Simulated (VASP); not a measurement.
# Si8HO16 (a cell with a defect) in VASP: further runs, part 2 of 2

VASP 6.6.1.

**3. Single point, PBE**

File INCAR:

```
SYSTEM = Si8HO16
ALGO = Normal
EDIFF = 1E-6
ENCUT = 520
GGA = PE
ISIF = 2
ISMEAR = -1
LASPH = .TRUE.
LCHARG = .FALSE.
LREAL = Auto
LWAVE = .FALSE.
NBANDS = 82
NELECT = 128.0
NELM = 80
PREC = Accurate
SIGMA = 0.02
```

File KPOINTS:

```
k-points
0
G
  2 2 3
  0 0 0
```

File POSCAR:

```
Si8HO16
1.0
   -4.1564000000     -4.1564000000      0.0000000000
    4.1564000000     -4.1564000000      0.0000000000
    0.0000000000      0.0000000000      5.3204000000
Si O H
8 16 1
Direct
    0.4962680000      0.5104362323      0.0087605637
   -0.0046956373      0.5013666858      0.2499952759
    0.4962682208      0.5104363993      0.4912306796
   -0.0087562265      0.5118604380      0.7499953555
    0.0000235750      0.0020578285      0.0019535802
    0.4995217625      0.0088419209      0.2499954430
    0.0000233722      0.0020579061      0.4980372464
    0.5050774982     -0.0190795869      0.7499955016
    0.1910899829      0.5115001290      0.0002395886
    0.0043737767      0.1977421888      0.2499954065
    0.7972245203      0.4941162161     -0.0026249474
   -0.0094455043      0.8062372583      0.2499954082
    0.1910900868      0.5115001722      0.4997509249
    0.0172831415      0.2019777808      0.7499955037
    0.7972245844      0.4941163060      0.5026157427
   -0.0084074355      0.8104802034      0.7499953821
    0.6947211549      0.0115396466     -0.0029423555
    0.5047880990      0.7037480302      0.2499954880
    0.3061372801     -0.0052347421     -0.0010285452
    0.4905187307      0.3112183751      0.2499956630
    0.6947211447      0.0115396096      0.5029332650
    0.5034773382      0.6899588679      0.7499955953
    0.3061372641     -0.0052346736      0.5010194678
    0.4661554643      0.3020552453      0.7499954778
    0.2943294061      0.2751506624      0.7499948886
```

Potentials or basis: VASP PAW PBE potentials, release 64 (Si, O, H).

Launch:

```console
$ cat potpaw_PBE.64/Si/POTCAR potpaw_PBE.64/O/POTCAR potpaw_PBE.64/H/POTCAR > POTCAR
$ mpirun -np 1 vasp_std > vasp.out
```

Run time: 6.4 min. Hardware: 1 thread of Intel Xeon 8259CL, shared host; peak memory 0.32 GiB.

Results (log left out):

| Item | Value |
| --- | --- |
| Free energy | -197.0606 eV |
| Largest force | 0.091 eV/Å |

Forces in eV/Å, atoms in the order of the input:
```
Si  -0.014 -0.008 -0.028
Si   0.010  0.007  0.000
Si  -0.014 -0.008  0.028
Si   0.009  0.001  0.000
Si   0.004  0.005 -0.004
Si  -0.006 -0.006  0.000
Si   0.004  0.005  0.004
Si  -0.002 -0.011  0.000
O   -0.020 -0.010 -0.007
O    0.015 -0.017  0.000
O    0.006  0.003  0.003
O   -0.016  0.015  0.000
O   -0.020 -0.010  0.007
O    0.004 -0.011  0.000
O    0.006  0.003 -0.003
O   -0.007  0.009  0.000
O   -0.013 -0.012  0.005
O    0.025 -0.025  0.000
O    0.016  0.010 -0.003
O   -0.023  0.025  0.000
O   -0.013 -0.012 -0.005
O   -0.002  0.002  0.000
O    0.016  0.010  0.003
O   -0.016 -0.043  0.000
H    0.050  0.076  0.000
```

Levels at points of the mesh, in eV from the Fermi level:
| k point | band 61 | band 62 | band 63 | band 64 | band 65 | band 66 | band 67 | band 68 |
| --- | --- | --- | --- | --- | --- | --- | --- | --- |
| (0.00, 0.00, 0.00) | -1.86 | -1.38 | -1.21 | -0.52 | 5.36 | 6.34 | 6.81 | 6.85 |
| (0.50, 0.00, 0.00) | -1.92 | -1.73 | -1.40 | -1.18 | 6.48 | 6.61 | 7.17 | 7.47 |
| (0.00, 0.50, 0.00) | -1.97 | -1.85 | -1.35 | -1.12 | 6.34 | 6.67 | 7.20 | 7.38 |
| (0.50, 0.50, 0.00) | -1.71 | -1.56 | -1.35 | -1.27 | 7.22 | 7.35 | 7.61 | 7.67 |

Caveat: the k points lie up to 0.53 Å⁻¹ apart; the cell carries a net charge on a neutralising background, which shifts energy and pressure; the cell is charged against a uniform background, so pressure and absolute levels hang on convention.

**4. Single point, PBE**

File INCAR:

```
SYSTEM = Si8HO16
ALGO = Normal
EDIFF = 1E-6
ENCUT = 520
GGA = PE
ISIF = 2
ISMEAR = -1
LASPH = .True.
LCHARG = .False.
LREAL = Auto
LWAVE = .False.
NBANDS = 82
NELECT = 128.0
NELM = 60
PREC = Accurate
SIGMA = 0.02
```

File KPOINTS:

```
k-points
0
Gamma
  2 2 3
  0 0 0
```

File POSCAR:

```
Si8HO16
1.0
   -4.1564000000     -4.1564000000      0.0000000000
    4.1564000000     -4.1564000000      0.0000000000
    0.0000000000      0.0000000000      5.3204000000
Si O H
8 16 1
Direct
    0.4998304719      0.4980855312      0.0021758653
    0.0004389029      0.4910890899      0.2501704127
    0.4998257610      0.4980773304      0.4981710062
   -0.0051314642      0.5190355015      0.7501716308
    0.0036215210     -0.0104684723      0.0089509764
    0.5044890962     -0.0012421666      0.2501681408
    0.0036176798     -0.0104589761      0.4913819811
    0.5086211656     -0.0117506258      0.7501638912
    0.1937742220      0.5051334577     -0.0008797848
    0.0093432456      0.1887710529      0.2501623981
    0.8051798146      0.4886007376     -0.0027461120
   -0.0047989872      0.7962425161      0.2501751617
    0.1937755546      0.5051339404      0.5012155214
    0.0335053221      0.1979932072      0.7501611504
    0.8051797915      0.4885923690      0.5030932745
   -0.0034784763      0.8100092841      0.7501661104
    0.7026335187      0.0058590219     -0.0024365744
    0.5091700664      0.6939224380      0.2501744116
    0.3087830453     -0.0112518718      0.0004110904
    0.4955449527      0.3023587159      0.2501713107
    0.7026336872      0.0058660487      0.5027700775
    0.5082015911      0.6896142098      0.7501677654
    0.3087845393     -0.0112473945      0.4999387431
    0.4827176187      0.2981000251      0.7501703802
    0.2053615695      0.2247260396      0.7501473213
```

Launch:

```console
$ cat potpaw_PBE.64/Si/POTCAR potpaw_PBE.64/O/POTCAR potpaw_PBE.64/H/POTCAR > POTCAR
$ mpirun -np 1 vasp_std > vasp.out
```

It took 6 min on 1 thread of Intel Xeon 8259CL, shared host; peak memory 0.32 GiB.

The run converged. Its results:

```
Free energy   : -197.0605 eV
Largest force : 0.088 eV/Å
```

Forces on the atoms (eV/Å):
```
Si  -0.021 -0.003 -0.020
Si   0.022  0.012  0.000
Si  -0.021 -0.004  0.019
Si   0.017  0.018  0.000
Si   0.022  0.013 -0.032
Si  -0.018 -0.020  0.000
Si   0.021  0.013  0.034
Si  -0.011 -0.011  0.001
O   -0.013 -0.013  0.001
O    0.026 -0.023  0.001
O    0.011  0.013  0.007
O   -0.027  0.024 -0.001
O   -0.013 -0.012  0.000
O   -0.001  0.038  0.001
O    0.012  0.013 -0.008
O    0.008 -0.008  0.000
O   -0.008 -0.007  0.005
O    0.011 -0.009 -0.001
O    0.019  0.020 -0.010
O   -0.012  0.013  0.000
O   -0.009 -0.006 -0.005
O    0.010 -0.010  0.000
O    0.019  0.020  0.008
O    0.000  0.006  0.000
H   -0.046 -0.075  0.000
```

Levels at points of the mesh, in eV from the Fermi level:
| k point | band 60 | band 61 | band 62 | band 63 | band 64 | band 65 | band 66 | band 67 | band 68 | band 69 |
| --- | --- | --- | --- | --- | --- | --- | --- | --- | --- | --- |
| (0.00, 0.00, 0.00) | -2.06 | -1.86 | -1.37 | -1.21 | -0.52 | 5.36 | 6.34 | 6.81 | 6.85 | 7.22 |
| (0.50, 0.00, 0.00) | -2.08 | -1.92 | -1.74 | -1.40 | -1.18 | 6.48 | 6.61 | 7.17 | 7.47 | 7.62 |
| (0.00, 0.50, 0.00) | -2.24 | -1.97 | -1.86 | -1.35 | -1.12 | 6.33 | 6.68 | 7.19 | 7.38 | 7.47 |
| (0.50, 0.50, 0.00) | -1.98 | -1.71 | -1.56 | -1.35 | -1.28 | 7.22 | 7.36 | 7.61 | 7.67 | 8.06 |

Caveat: the k points lie up to 0.53 Å⁻¹ apart; the cell carries a net charge on a neutralising background, which shifts energy and pressure; the cell is charged against a uniform background, so pressure and absolute levels hang on convention.
